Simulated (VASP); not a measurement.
Here is a VASP 6.6.1 calculation.

The input INCAR:

```
SYSTEM = Dy2H
PREC = Accurate
ENCUT = 500
EDIFF = 1E-7
ISMEAR = 0
SIGMA = 0.1
LREAL = .FALSE.
LASPH = .TRUE.
NELM = 200
ALGO = Normal
ISIF = 4
LWAVE = .FALSE.
LCHARG = .FALSE.
GGA = PE
IBRION = 2
NSW = 50
EDIFFG = -0.01
GGA_COMPAT = .FALSE.
NELMIN = 4
LMAXMIX = 6
```

File KPOINTS:

```
Automatic mesh
0
G
  10 10 8
  0 0 0
```

POSCAR

```
Dy2H
1.0
    3.6852341323      0.0000000000      0.0000000000
    0.0000000000      3.6852341323      0.0000000000
    0.0000000000      0.0000000000      5.3242576418
Dy H
2 1
Direct
    0.0000000000      0.5000000000      0.7667820926
    0.5000000000      0.0000000000      0.2332179074
    0.0000000000      0.0000000000      0.0000000000
```

Potentials or basis: VASP PAW PBE potentials, release 64 (Dy_3, H), 4f in core.

Run with:

```bash
$ cat potpaw_PBE.64/Dy_3/POTCAR potpaw_PBE.64/H/POTCAR > POTCAR
$ mpirun -np 1 vasp_std > vasp.out
```

Question: Predict the band gap on the k mesh.

Answer: Zero (an odd number of electrons rules out a gap without spin polarisation).

The path:
| step | energy change (eV) | largest force (eV/Å) | pressure (GPa) | volume (Å³) |
| --- | --- | --- | --- | --- |
| 1 | 0.0000 | 0.0519 | -2.30 | 72.31 |
| 2 | -0.0002 | 0.0351 | -2.27 | 72.31 |
| 3 | -0.0004 | 0.0006 | -2.21 | 72.31 |

Caveat: spin-orbit coupling is left out, which moves the levels of the heavy elements; the 4f electrons are frozen in the core, so they carry no moment and show no levels. Spin polarisation is off, so any magnetic state and its effect on volume and gap are missing.
